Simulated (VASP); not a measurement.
Crystal: HfN.

```
CELL_PARAMETERS angstrom
3.85671 0.00000 0.00000
0.00000 3.85671 0.00000
0.00000 0.00000 4.81847
ATOMIC_POSITIONS crystal
Hf 0.50000 0.00000 0.17687
Hf 0.00000 0.50000 0.82313
N 0.00000 0.00000 0.00000
N 0.50000 0.50000 0.00000
```

Program: VASP 6.6.1. Alike in all runs: task single point; no spin polarisation; cell as given; k mesh 10 × 10 × 8; cutoff (eV) 520; smearing gaussian 0.05 eV.

Problem. Order these runs on this cell by their pressure, lowest first.
A. level PBE; potentials or basis VASP PAW PBE potentials, release 64 (Hf_pv, N)
B. level LDA; potentials or basis VASP PAW LDA potentials, release 64 (Hf_pv, N)
C. level PBEsol; potentials or basis VASP PAW PBE potentials, release 64 (Hf_pv, N)

Solution. B (-8.7 GPa), C (-5.6 GPa), A (-1.3 GPa).

Caveats: the PAW data sets were made with another functional, which shifts forces and pressure a little (some runs).
